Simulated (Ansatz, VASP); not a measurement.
**Two plane-wave programs on MnHg**

The input INCAR:

```
SYSTEM = MnHg
ALGO = Normal
EDIFF = 1E-6
ENCUT = 520
GGA = PE
ISIF = 2
ISMEAR = 0
ISPIN = 2
LASPH = .TRUE.
LCHARG = .TRUE.
LELF = .TRUE.
LMAXMIX = 4
LORBIT = 11
LREAL = .FALSE.
LVHAR = .TRUE.
LWAVE = .FALSE.
MAGMOM = 4.13 0
NBANDS = 24
NELM = 150
PREC = Accurate
SIGMA = 0.1
```

The input KPOINTS:

```
k-points
0
G
  2 2 2
  0 0 0
```

Contents of POSCAR:

```
MnHg
1.0
    3.3150000000      0.0000000000      0.0000000000
    0.0000000000      3.3150000000      0.0000000000
    0.0000000000      0.0000000000      3.3150000000
Mn Hg
1 1
Direct
    0.5000000000      0.5000000000      0.5000000000
    0.0000000000      0.0000000000      0.0000000000
```

Input for Ansatz:

```yaml
crystal:
  lattice:
    - [3.315, 0.0, 0.0]
    - [0.0, 3.315, 0.0]
    - [0.0, 0.0, 3.315]
  atoms:
    - { symbol: Mn, position: [0.5, 0.5, 0.5], spin: 4.13 }
    - { symbol: Hg, position: [0.0, 0.0, 0.0] }
basis:
  ecutwfc: 420
kpoints:
  mp_grid: { grid: [2, 2, 2] }
hamiltonian:
  xc: pbe
scf:
  occupations: { method: gaussian, width: 0.1 }
  lower_state_search: "off"
output:
  forces: true
  stress: true
  eigenvalues: true
  populations: true
magnetization:
  spin_polarized: true
```

Alike in both runs: task single point; functional PBE; k mesh 2 × 2 × 2; occupations gaussian, width 0.1 eV; collinear spin.

|  | VASP | Ansatz |
| --- | --- | --- |
| version | VASP 6.6.1 | Ansatz 0.2.0 |
| potentials or method | VASP PAW PBE potentials, release 64 (Mn_pv, Hg), cutoff 520 eV | scalar-relativistic, plane waves, PAW |
| valence electrons in the cell | 25 | 35 |

Ansatz gave:

| Quantity | Value |
| --- | --- |
| pressure (GPa) | -2.1 |
| net moment per atom (μB) | 2.12 |
| size of the moment on the site where the two differ most (μB) | 4.22 |

Which values does VASP return?

Pressure (GPa): -1.9; net moment per atom (μB): 2.13; size of the moment on the site where the two differ most (μB): 4.15.

Site moments also hang on the region over which each program counts them. VASP's potentials hold 25 valence electrons a cell and Ansatz's 35, so a difference there can come from the potentials and not from the codes.

The k mesh is coarse, so the values compare programs but aren't converged. Neither program's run includes spin-orbit coupling.
